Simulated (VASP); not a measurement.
# CaF2 (Fluorite) (I4/mmm) in VASP: notebook

CaF2 (Fluorite) is run at these levels: r2SCAN; tasks: single point.

Program: VASP 6.6.1. These are calculated values, not measurements. Logs are shortened: lines on timing, memory, paths and dates and some standing lists are left out, and cuts for length are marked.

## 1. The cell of the first run

Symmetry: I4/mmm, No. 139, tetragonal system. The conventional cell has a = 3.862 Å, b = 3.862 Å, c = 5.498 Å, α = 90.00°, β = 90.00°, γ = 90.00°. Ca (site symmetry 4/mmm) has 8 F at 2.37 Å within 3.1 Å. F (site symmetry -4m2) has 4 Ca at 2.37 Å and 6 F at 2.73 to 2.75 Å within 3.1 Å.

## 2. Single point, r2SCAN

File POSCAR:

```
CaF2
1.0
    0.0000000000      2.7310000000      2.7492066667
    2.7310000000      0.0000000000      2.7492066667
    2.7310000000      2.7310000000      0.0000000000
Ca F
1 2
Direct
    0.0000000000      0.0000000000      0.0000000000
    0.2500000000      0.2500000000      0.2500000000
    0.7500000000      0.7500000000      0.7500000000
```

File INCAR.step1:

```
SYSTEM = CaF2
PREC = Accurate
ENCUT = 660
ISMEAR = 0
SIGMA = 0.05
LREAL = .False.
LASPH = .True.
NELM = 120
NBANDS = 19
GGA = PE
ALGO = Normal
EDIFF = 1E-5
LWAVE = .True.
LCHARG = .False.
GGA_COMPAT = .False.
```

File INCAR.step2:

```
SYSTEM = CaF2
PREC = Accurate
ENCUT = 660
EDIFF = 1E-6
ISMEAR = 0
SIGMA = 0.05
LREAL = .False.
LASPH = .True.
NELM = 120
ALGO = Normal
ISIF = 2
LWAVE = .False.
LCHARG = .True.
METAGGA = R2SCAN
LMIXTAU = .True.
LELF = .True.
LVHAR = .True.
NBANDS = 19
ISTART = 1
GGA_COMPAT = .False.
```

File KPOINTS:

```
regular mesh
0
Gamma
  6 6 6
  0 0 0
```

Potentials or basis: VASP PAW PBE potentials, release 64 (Ca_sv, F).

The run is started by

```console
$ cat potpaw_PBE.64/Ca_sv/POTCAR potpaw_PBE.64/F/POTCAR > POTCAR
$ cp INCAR.step1 INCAR
$ mpirun -np 1 vasp_std > vasp.out
$ cp INCAR.step2 INCAR
$ mpirun -np 1 vasp_std > vasp.out
```

OUTCAR:

```text
SYSTEM = CaF2
   PREC = Accurate
   ENCUT = 660
   EDIFF = 1E-6
   ISMEAR = 0
   LREAL = .False.
   LASPH = .True.
   NELM = 120
   ISIF = 2
   METAGGA = R2SCAN
   ISTART = 1

 ion  position               nearest neighbor table
   1  0.000  0.000  0.000-   3 2.37   3 2.37   2 2.37   2 2.37   3 2.37   2 2.37   3 2.37   2 2.37

   2  0.250  0.250  0.250-   1 2.37   1 2.37   1 2.37   1 2.37
   3  0.750  0.750  0.750-   1 2.37   1 2.37   1 2.37   1 2.37

  LATTYP: Found a body centered tetragonal cell.
 ALAT       =     3.8622172388
 C/A-ratio  =     1.4236416528

  Lattice vectors:

 A1 = (  -2.7310000000,   0.0000000000,   2.7492066667)
 A2 = (   2.7310000000,   0.0000000000,   2.7492066667)
 A3 = (   0.0000000000,   2.7310000000,  -2.7492066667)

Analysis of symmetry for initial positions (statically):
=====================================================================
 Subroutine PRICEL returns:
 Original cell was already a primitive cell.

 Routine SETGRP: Setting up the symmetry group for a
 body centered tetragonal supercell.

 Subroutine GETGRP returns: Found 16 space group operations
 (whereof 16 operations were pure point group operations)
 out of a pool of 16 trial point group operations.

The static configuration has the point symmetry D_4h.

Analysis of symmetry for dynamics (positions and initial velocities):
=====================================================================
 Subroutine PRICEL returns:
 Original cell was already a primitive cell.

 Routine SETGRP: Setting up the symmetry group for a
 body centered tetragonal supercell.

 Subroutine GETGRP returns: Found 16 space group operations
 (whereof 16 operations were pure point group operations)
 out of a pool of 16 trial point group operations.

The dynamic configuration has the point symmetry D_4h.

 Subroutine INISYM returns: Found 16 space group operations
 (whereof 16 operations are pure point group operations),
 and found     1 'primitive' translations

----------------------------------------------------------------------------------------

                                     Primitive cell

  volume of cell :      41.0092

  direct lattice vectors                    reciprocal lattice vectors
     0.000000000  2.731000000  2.749206667    -0.183083120  0.183083120  0.181870649
     2.731000000  0.000000000  2.749206667     0.183083120 -0.183083120  0.181870649
     2.731000000  2.731000000  0.000000000     0.183083120  0.183083120 -0.181870649

  length of vectors
     3.875112682  3.875112682  3.862217239     0.316410794  0.316410794  0.316410794

  position of ions in fractional coordinates (direct lattice)
     0.000000000  0.000000000  0.000000000
     0.250000000  0.250000000  0.250000000
     0.750000000  0.750000000  0.750000000

  ion indices of the primitive-cell ions
   primitive index   ion index
                 1           1
                 2           2
                 3           3

----------------------------------------------------------------------------------------

 KPOINTS: regular mesh

Automatic generation of k-mesh.
 Grid dimensions read from file:
 generate k-points for:    6    6    6

 Generating k-lattice:

  Cartesian coordinates                     Fractional coordinates (reciprocal lattice)
    -0.030513853  0.030513853  0.030311775     0.166666667  0.000000000  0.000000000
     0.030513853 -0.030513853  0.030311775     0.000000000  0.166666667  0.000000000
     0.030513853  0.030513853 -0.030311775    -0.000000000 -0.000000000  0.166666667

  Length of vectors
     0.052735132  0.052735132  0.052735132

  Shift w.r.t. Gamma in fractional coordinates (k-lattice)
     0.000000000  0.000000000  0.000000000

 Subroutine IBZKPT returns following result:
 ===========================================

 Found     30 irreducible k-points:

 Following reciprocal coordinates:
            Coordinates               Weight
  0.000000  0.000000  0.000000      1.000000
  0.166667 -0.000000  0.000000      8.000000
  0.333333 -0.000000  0.000000      8.000000
  0.500000 -0.000000  0.000000      4.000000
  0.166667  0.166667  0.000000      2.000000
  0.333333  0.166667  0.000000      8.000000
[... 16 lines left out ...]
  0.333333  0.000000  0.333333      4.000000
  0.500000 -0.000000  0.333333     16.000000
 [... further k-points ...]
   k-points           NKPTS =     30   k-points in BZ     NKDIM =     30   number of bands    NBANDS=     19
   number of dos      NEDOS =    301   number of ions     NIONS =      3
   total plane-waves  NPLWV =  32768
   dimension x,y,z NGX =    32 NGY =   32 NGZ =   32
   dimension x,y,z NGXF=    64 NGYF=   64 NGZF=   64
   ions per type =               1   2
   NGX,Y,Z   is equivalent  to a cutoff of  13.73, 13.73, 13.77 a.u.
   NGXF,Y,Z  is equivalent  to a cutoff of  27.46, 27.46, 27.55 a.u.
 SYSTEM =  CaF2
   PREC   = accura    normal or accurate (medium, high low for compatibility)
   ISTART =      1    job   : 0-new  1-cont  2-samecut
   ICHARG =      0    charge: 1-file 2-atom 10-const
   ISPIN  =      1    spin polarized calculation?
   LNONCOLLINEAR =      F non collinear calculations
   LSORBIT =      F    spin-orbit coupling
   LASPH  =      T    aspherical Exc in radial PAW
   ENCUT  =  660.0 eV  48.51 Ry    6.96 a.u.   8.12  8.12  8.09*2*pi/ulx,y,z
   NELM   =    120;   NELMIN=  2; NELMDL=  0     # of ELM steps
   EDIFF  = 0.1E-05   stopping-criterion for ELM
   LREAL  =      F    real-space projection
   EDIFFG = 0.1E-04   stopping-criterion for IOM
   NSW    =      0    number of steps for IOM
   IBRION =     -1    ionic relax: 0-MD 1-quasi-New 2-CG
   NFREE  =      0    steps in history (QN), initial steepest desc. (CG)
   ISIF   =      2    stress and relaxation
   ISYM   =      2    0-nonsym 1-usesym 2-fastsym
   POTIM  = 0.5000    time-step for ionic-motion
   TEBEG  =    0.0;   TEEND  =   0.0 temperature during run
   PSTRESS=    0.0 pullay stress
   NELECT =      24.0000    total number of electrons
   NUPDOWN=      -1.0000    fix difference up-down
   EMIN   =  10.00;   EMAX   =-10.00  energy-range for DOS
   EFERMI =   0.00;   METHOD = LEGACY
   ISMEAR =     0;   SIGMA  =   0.05  broadening in eV -4-tet -1-fermi 0-gaus
   EFERMI_NEDOS =   21; number of points for ismear=-14 and -15
   IALGO  =     38    algorithm
   IMIX   =      4    mixing-type and parameters
     AMIX     =   0.40;   BMIX     =  1.00
     AMIX_MAG =   1.60;   BMIX_MAG =  1.00
  volume/ion in A,a.u.               =      13.67        92.25
  Fermi-wavevector in a.u.,A,eV,Ry     =   1.369362  2.587719 25.513001  1.875153
  Thomas-Fermi vector in A             =   2.495244
   LORBIT       =      0    0 simple, 1 ext, 2 COOP (PROOUT), +10 PAW based schemes
   METAGGA = R2SCAN    functional components
   LHFCALC =     F    Hartree Fock is set to
   AEXX    =    0.0000 exact exchange contribution
   IVDW    =     0    specifies the selected vdW correction
   LEPSILON=     F    determine dielectric tensor
   LRPA    =     F    only Hartree local field effects (RPA)
 non-spin polarized calculation
 Gauss-broadening in eV      SIGMA  =   0.05
  energy-cutoff  :      660.00
  volume of cell :       41.01
 maximum number of plane-waves:      1592
   NGX = 17   NGY = 17   NGZ = 17

 number of electron      23.9999992 magnetization

 Free energy of the ion-electron system (eV)
  ---------------------------------------------------
  ext. energy  EPLUGINS =         0.00000000
  ---------------------------------------------------
  free energy    TOTEN  =       -25.95848318 eV

  energy without entropy =      -25.95848318  energy(sigma->0) =      -25.95848318

 E-fermi :  -1.2315     XC(G=0): -10.2081

 val. band max:       -1.5686849118   @ k =   0.5000   0.0000   0.5000
 cond. band min:       6.3302297075   @ k =   0.0000   0.0000   0.0000
 fundamental gap:      7.8989146193
 Fermi energy:        -1.2315282701

 k-point     1 :       0.0000    0.0000    0.0000
  band No.  band energies     occupation
      1     -38.8596      2.00000
      2     -22.6281      2.00000
      3     -21.8885      2.00000
      4     -18.9233      2.00000
      5     -18.9233      2.00000
      6     -18.9208      2.00000
[... 11 lines left out ...]
     18      10.5347      0.00000
     19      16.1690      0.00000

 k-point     2 :       0.1667   -0.0000    0.0000
  band No.  band energies     occupation
      1     -38.8515      2.00000
      2     -22.6704      2.00000
      3     -21.9554      2.00000
      4     -18.9332      2.00000
      5     -18.9320      2.00000
      6     -18.8293      2.00000
[... 11 lines left out ...]
     18      10.4645      0.00000
     19      15.0340      0.00000

 k-point     3 :       0.3333   -0.0000    0.0000
  band No.  band energies     occupation
      1     -38.8353      2.00000
      2     -22.7000      2.00000
      3     -22.1513      2.00000
      4     -18.9530      2.00000
      5     -18.9527      2.00000
      6     -18.6292      2.00000
[... 11 lines left out ...]
     18      10.3258      0.00000
     19      13.5243      0.00000

 k-point     4 :       0.5000   -0.0000    0.0000
  band No.  band energies     occupation
      1     -38.8271      2.00000
      2     -22.6709      2.00000
      3     -22.2949      2.00000
      4     -18.9630      2.00000
      5     -18.9628      2.00000
      6     -18.5240      2.00000
[... 11 lines left out ...]
     18      10.2574      0.00000
     19      13.1451      0.00000

 k-point     5 :       0.1667    0.1667    0.0000
  band No.  band energies     occupation
      1     -38.8489      2.00000
      2     -22.6967      2.00000
      3     -21.9606      2.00000
      4     -18.9482      2.00000
      5     -18.9482      2.00000
      6     -18.7766      2.00000
[... 11 lines left out ...]
     18      10.4209      0.00000
     19      15.7058      0.00000

 k-point     6 :       0.3333    0.1667    0.0000
  band No.  band energies     occupation
      1     -38.8354      2.00000
      2     -22.7374      2.00000
      3     -22.1041      2.00000
      4     -18.9704      2.00000
      5     -18.9307      2.00000
      6     -18.6411      2.00000
[... 11 lines left out ...]
     18      10.4487      0.00000
     19      14.4909      0.00000

 k-point     7 :       0.5000    0.1667    0.0000
  band No.  band energies     occupation
      1     -38.8245      2.00000
      2     -22.6680      2.00000
      3     -22.3368      2.00000
      4     -18.9778      2.00000
      5     -18.8756      2.00000
      6     -18.5648      2.00000
[... 11 lines left out ...]
     18      10.9862      0.00000
     19      13.5006      0.00000

 k-point     8 :      -0.3333    0.1667    0.0000
  band No.  band energies     occupation
      1     -38.8271      2.00000
      2     -22.6592      2.00000
      3     -22.3123      2.00000
      4     -18.9630      2.00000
      5     -18.8597      2.00000
      6     -18.6212      2.00000
[... 256 lines left out ...]
 k-point    20 :      -0.3333    0.3333    0.1667
  band No.  band energies     occupation
      1     -38.8191      2.00000
      2     -22.5865      2.00000
      3     -22.4944      2.00000
      4     -19.0052      2.00000
      5     -18.7282      2.00000
      6     -18.6266      2.00000
[... 11 lines left out ...]
     18      12.3118      0.00000
     19      14.0229      0.00000

 k-point    21 :      -0.1667    0.3333    0.1667
  band No.  band energies     occupation
      1     -38.8244      2.00000
      2     -22.7090      2.00000
      3     -22.2859      2.00000
      4     -18.9918      2.00000
      5     -18.8491      2.00000
      6     -18.5897      2.00000
[... 11 lines left out ...]
     18      11.1700      0.00000
     19      14.5558      0.00000

 k-point    22 :      -0.3333    0.5000    0.1667
  band No.  band energies     occupation
      1     -38.8166      2.00000
      2     -22.7278      2.00000
      3     -22.3695      2.00000
      4     -19.0251      2.00000
      5     -18.8289      2.00000
      6     -18.4956      2.00000
[... 11 lines left out ...]
     18      13.5061      0.00000
     19      13.9313      0.00000

 k-point    23 :       0.3333    0.0000    0.3333
  band No.  band energies     occupation
      1     -38.8271      2.00000
      2     -22.8090      2.00000
      3     -22.1111      2.00000
      4     -19.0008      2.00000
      5     -18.9955      2.00000
      6     -18.5015      2.00000
[... 11 lines left out ...]
     18      10.2505      0.00000
     19      15.7485      0.00000

 k-point    24 :       0.5000   -0.0000    0.3333
  band No.  band energies     occupation
      1     -38.8189      2.00000
      2     -22.7790      2.00000
      3     -22.2637      2.00000
      4     -19.0085      2.00000
      5     -18.9307      2.00000
      6     -18.4625      2.00000
[... 11 lines left out ...]
     18      11.9198      0.00000
     19      14.5762      0.00000

 [... further k-points ...]

------------------------ aborting loop because EDIFF is reached ----------------------------------------

  FORCE on cell =-STRESS in cart. coord.  units (eV):
  Direction    XX          YY          ZZ          XY          YZ          ZX
  --------------------------------------------------------------------------------------
  -------------------------------------------------------------------------------------
  Total       -0.2634415     -0.2634415     -0.4660127      0.0000000      0.0000000      0.0000000
  in kB      -10.2923364    -10.2923364    -18.2065449      0.0000000      0.0000000      0.0000000
  external PRESSURE =     -12.9304059 kB  Pullay stress =       0.0000000 kB

 VOLUME and BASIS-vectors are now :
 -----------------------------------------------------------------------------
  energy-cutoff  :      660.00
  volume of cell :       41.01
      direct lattice vectors                 reciprocal lattice vectors
     0.000000000  2.731000000  2.749206667    -0.183083120  0.183083120  0.181870649
     2.731000000  0.000000000  2.749206667     0.183083120 -0.183083120  0.181870649
     2.731000000  2.731000000  0.000000000     0.183083120  0.183083120 -0.181870649

 POSITION                                       TOTAL-FORCE (eV/Angst)
 -----------------------------------------------------------------------------------
      0.00000      0.00000      0.00000        -0.000000      0.000000     -0.000000
      1.36550      1.36550      1.37460        -0.000000     -0.000000      0.000000
      4.09650      4.09650      4.12381         0.000000      0.000000     -0.000000
 -----------------------------------------------------------------------------------
    total drift:                                0.000000     -0.000000      0.000000

  FREE ENERGIE OF THE ION-ELECTRON SYSTEM (eV)
  ---------------------------------------------------
  free  energy   TOTEN  =       -25.9584831760 eV

  energy  without entropy=      -25.9584831760  energy(sigma->0) =      -25.95848318
```

Run time: 64 s. Hardware: 1 thread of Intel Xeon Platinum 8559C (Emerald Rapids), shared host; peak memory 0.2 GiB.

Results:

```
Free energy            : -25.9585 eV
Pressure               : -1.3 GPa
Band gap on the k mesh : 7.90 eV, indirect (least direct gap 8.15 eV)
```

Caveat: the PAW data sets were made with another functional, which shifts forces and pressure a little. A k mesh can miss the band edges.

(Continued in part 2 of 2.)
